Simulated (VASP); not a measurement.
# Ir (Fm-3m) in VASP: notebook, part 2 of 2

VASP 6.6.1.

## (3) Single point, PBEsol

Input file INCAR:

```
PREC     = Accurate       # precision mode
ENCUT    = 500            # plane-wave cutoff, eV
EDIFF    = 1E-6           # SCF threshold, eV
ISMEAR   = 0              # smearing method
SIGMA    = 0.1            # smearing width, eV
LREAL    = F              # projectors in reciprocal space
LASPH    = T              # aspherical terms in the spheres
NELM     = 120            # most SCF steps
ALGO     = Normal         # electronic algorithm
ISIF     = 2              # what is computed and relaxed
LWAVE    = F              # write WAVECAR
LCHARG   = T              # write CHGCAR
GGA      = PS             # functional
LELF     = T              # ELF
LVHAR    = T            
NBANDS   = 10             # bands
GGA_COMPAT= F
```

Input file KPOINTS:

```
regular mesh
0
Gamma
  12 12 12
```

Input file POSCAR:

```
Ir
1.0
    0.0000000000      1.9156000000      1.9156000000
    1.9156000000      0.0000000000      1.9156000000
    1.9156000000      1.9156000000      0.0000000000
Ir
1
Direct
    0.0000000000      0.0000000000      0.0000000000
```

Potentials or basis: VASP PAW PBE potentials, release 64 (Ir).

On the command line:

```
$ cat potpaw_PBE.64/Ir/POTCAR > POTCAR
$ mpirun -np 1 vasp_std > vasp.out
```

OUTCAR:

```text
PREC = Accurate
   ENCUT = 500
   EDIFF = 1E-6
   ISMEAR = 0
   LREAL = F
   LASPH = T
   NELM = 120
   ISIF = 2
   GGA = PS

 ion  position               nearest neighbor table
   1  0.000  0.000  0.000-

  LATTYP: Found a face centered cubic cell.
 ALAT       =     3.8312000000

  Lattice vectors:

 A1 = (   0.0000000000,   1.9156000000,   1.9156000000)
 A2 = (   1.9156000000,   0.0000000000,   1.9156000000)
 A3 = (   1.9156000000,   1.9156000000,   0.0000000000)

Analysis of symmetry for initial positions (statically):
=====================================================================
 Subroutine PRICEL returns:
 Original cell was already a primitive cell.

 Routine SETGRP: Setting up the symmetry group for a
 face centered cubic supercell.

 Subroutine GETGRP returns: Found 48 space group operations
 (whereof 48 operations were pure point group operations)
 out of a pool of 48 trial point group operations.

The static configuration has the point symmetry O_h .

Analysis of symmetry for dynamics (positions and initial velocities):
=====================================================================
 Subroutine PRICEL returns:
 Original cell was already a primitive cell.

 Routine SETGRP: Setting up the symmetry group for a
 face centered cubic supercell.

 Subroutine GETGRP returns: Found 48 space group operations
 (whereof 48 operations were pure point group operations)
 out of a pool of 48 trial point group operations.

The dynamic configuration has the point symmetry O_h .

 Subroutine INISYM returns: Found 48 space group operations
 (whereof 48 operations are pure point group operations),
 and found     1 'primitive' translations

----------------------------------------------------------------------------------------

                                     Primitive cell

  volume of cell :      14.0587

  direct lattice vectors                    reciprocal lattice vectors
     0.000000000  1.915600000  1.915600000    -0.261014826  0.261014826  0.261014826
     1.915600000  0.000000000  1.915600000     0.261014826 -0.261014826  0.261014826
     1.915600000  1.915600000  0.000000000     0.261014826  0.261014826 -0.261014826

  length of vectors
     2.709067500  2.709067500  2.709067500     0.452090940  0.452090940  0.452090940

  position of ions in fractional coordinates (direct lattice)
     0.000000000  0.000000000  0.000000000

  ion indices of the primitive-cell ions
   primitive index   ion index
                 1           1

----------------------------------------------------------------------------------------

 KPOINTS: regular mesh

Automatic generation of k-mesh.
 Grid dimensions read from file:
 generate k-points for:   12   12   12

 Generating k-lattice:

  Cartesian coordinates                     Fractional coordinates (reciprocal lattice)
    -0.021751235  0.021751235  0.021751235     0.083333333  0.000000000  0.000000000
     0.021751235 -0.021751235  0.021751235     0.000000000  0.083333333  0.000000000
     0.021751235  0.021751235 -0.021751235     0.000000000  0.000000000  0.083333333

  Length of vectors
     0.037674245  0.037674245  0.037674245

  Shift w.r.t. Gamma in fractional coordinates (k-lattice)
     0.000000000  0.000000000  0.000000000

 Subroutine IBZKPT returns following result:
 ===========================================

 Found     72 irreducible k-points:

 Following reciprocal coordinates:
            Coordinates               Weight
  0.000000  0.000000  0.000000      1.000000
  0.083333  0.000000  0.000000      8.000000
  0.166667  0.000000  0.000000      8.000000
  0.250000  0.000000  0.000000      8.000000
  0.333333  0.000000  0.000000      8.000000
  0.416667  0.000000  0.000000      8.000000
[... 16 lines left out ...]
  0.500000  0.166667  0.000000     24.000000
 -0.416667  0.166667  0.000000     24.000000
 [... further k-points ...]
   k-points           NKPTS =     72   k-points in BZ     NKDIM =     72   number of bands    NBANDS=     10
   number of dos      NEDOS =    301   number of ions     NIONS =      1
   total plane-waves  NPLWV =   8000
   dimension x,y,z NGX =    20 NGY =   20 NGZ =   20
   dimension x,y,z NGXF=    40 NGYF=   40 NGZF=   40
   ions per type =               1
   NGX,Y,Z   is equivalent  to a cutoff of  12.27, 12.27, 12.27 a.u.
   NGXF,Y,Z  is equivalent  to a cutoff of  24.55, 24.55, 24.55 a.u.
 SYSTEM =  unknown system
   PREC   = accura    normal or accurate (medium, high low for compatibility)
   ISTART =      0    job   : 0-new  1-cont  2-samecut
   ICHARG =      2    charge: 1-file 2-atom 10-const
   ISPIN  =      1    spin polarized calculation?
   LNONCOLLINEAR =      F non collinear calculations
   LSORBIT =      F    spin-orbit coupling
   LASPH  =      T    aspherical Exc in radial PAW
   ENCUT  =  500.0 eV  36.75 Ry    6.06 a.u.   4.94  4.94  4.94*2*pi/ulx,y,z
   NELM   =    120;   NELMIN=  2; NELMDL= -5     # of ELM steps
   EDIFF  = 0.1E-05   stopping-criterion for ELM
   LREAL  =      F    real-space projection
   EDIFFG = 0.1E-04   stopping-criterion for IOM
   NSW    =      0    number of steps for IOM
   IBRION =     -1    ionic relax: 0-MD 1-quasi-New 2-CG
   NFREE  =      0    steps in history (QN), initial steepest desc. (CG)
   ISIF   =      2    stress and relaxation
   ISYM   =      2    0-nonsym 1-usesym 2-fastsym
   POTIM  = 0.5000    time-step for ionic-motion
   TEBEG  =    0.0;   TEEND  =   0.0 temperature during run
   PSTRESS=    0.0 pullay stress
   NELECT =       9.0000    total number of electrons
   NUPDOWN=      -1.0000    fix difference up-down
   EMIN   =  10.00;   EMAX   =-10.00  energy-range for DOS
   EFERMI =   0.00;   METHOD = LEGACY
   ISMEAR =     0;   SIGMA  =   0.10  broadening in eV -4-tet -1-fermi 0-gaus
   EFERMI_NEDOS =   21; number of points for ismear=-14 and -15
   IALGO  =     38    algorithm
   IMIX   =      4    mixing-type and parameters
     AMIX     =   0.40;   BMIX     =  1.00
     AMIX_MAG =   1.60;   BMIX_MAG =  1.00
  volume/ion in A,a.u.               =      14.06        94.87
  Fermi-wavevector in a.u.,A,eV,Ry     =   1.410937  2.666284 27.085691  1.990742
  Thomas-Fermi vector in A             =   2.532839
   LORBIT       =      0    0 simple, 1 ext, 2 COOP (PROOUT), +10 PAW based schemes
   GGA     = PS    functional components
   LHFCALC =     F    Hartree Fock is set to
   AEXX    =    0.0000 exact exchange contribution
   IVDW    =     0    specifies the selected vdW correction
   LEPSILON=     F    determine dielectric tensor
   LRPA    =     F    only Hartree local field effects (RPA)
 non-spin polarized calculation
 Gauss-broadening in eV      SIGMA  =   0.10
  energy-cutoff  :      500.00
  volume of cell :       14.06
 maximum number of plane-waves:       368
   NGX =  9   NGY =  9   NGZ =  9

 number of electron       9.0000000 magnetization

 Free energy of the ion-electron system (eV)
  ---------------------------------------------------
  ext. energy  EPLUGINS =         0.00000000
  ---------------------------------------------------
  free energy    TOTEN  =        -9.83980681 eV

  energy without entropy =       -9.83710057  energy(sigma->0) =       -9.83845369

 E-fermi :  10.3996     XC(G=0): -14.1392

 val. band max:       10.3902091380   @ k =  -0.2500   0.0833   0.0000
 cond. band min:      10.4810670774   @ k =   0.4167   0.4167   0.0000
 fundamental gap:      0.0908579393
 Fermi energy:        10.3995563043

 k-point     1 :       0.0000    0.0000    0.0000
  band No.  band energies     occupation
      1      -0.9032      2.00000
      2       6.4126      2.00000
      3       6.4126      2.00000
      4       6.4126      2.00000
      5       9.1519      2.00000
      6       9.1519      2.00000
      7      24.6654      0.00000
      8      30.2718      0.00000
      9      30.2718      0.00000
     10      30.2718      0.00000
[... 287 lines left out ...]
 k-point    24 :      -0.4167    0.1667    0.0000
  band No.  band energies     occupation
      1       3.0984      2.00000
      2       5.5383      2.00000
      3       7.1479      2.00000
      4       7.3084      2.00000
      5      10.8132      0.00000
      6      14.1362      0.00000
      7      17.6174      0.00000
      8      25.6757      0.00000
      9      27.9437      0.00000
     10      29.9686      0.00000

 [... further k-points ...]

------------------------ aborting loop because EDIFF is reached ----------------------------------------

  FORCE on cell =-STRESS in cart. coord.  units (eV):
  Direction    XX          YY          ZZ          XY          YZ          ZX
  --------------------------------------------------------------------------------------
  -------------------------------------------------------------------------------------
  Total        0.0222230      0.0222230      0.0222230      0.0000000      0.0000000      0.0000000
  in kB        2.5326096      2.5326096      2.5326096      0.0000000      0.0000000      0.0000000
  external PRESSURE =       2.5326096 kB  Pullay stress =       0.0000000 kB

 VOLUME and BASIS-vectors are now :
 -----------------------------------------------------------------------------
  energy-cutoff  :      500.00
  volume of cell :       14.06
      direct lattice vectors                 reciprocal lattice vectors
     0.000000000  1.915600000  1.915600000    -0.261014826  0.261014826  0.261014826
     1.915600000  0.000000000  1.915600000     0.261014826 -0.261014826  0.261014826
     1.915600000  1.915600000  0.000000000     0.261014826  0.261014826 -0.261014826

 POSITION                                       TOTAL-FORCE (eV/Angst)
 -----------------------------------------------------------------------------------
      0.00000      0.00000      0.00000        -0.000000      0.000000      0.000000
 -----------------------------------------------------------------------------------
    total drift:                                0.000000      0.000000     -0.000000

  FREE ENERGIE OF THE ION-ELECTRON SYSTEM (eV)
  ---------------------------------------------------
  free  energy   TOTEN  =        -9.8398068078 eV

  energy  without entropy=       -9.8371005714  energy(sigma->0) =       -9.83845369
```

It took 5.2 s on 1 thread of Intel Xeon 6975P-C (Granite Rapids), shared host; peak memory 0.12 GiB.

Results:

* Free energy: -9.8398 eV
* Pressure: 0.3 GPa

Caveat: the PAW data sets were made with another functional, which shifts forces and pressure a little; spin-orbit coupling is left out, which moves the levels of the heavy elements.
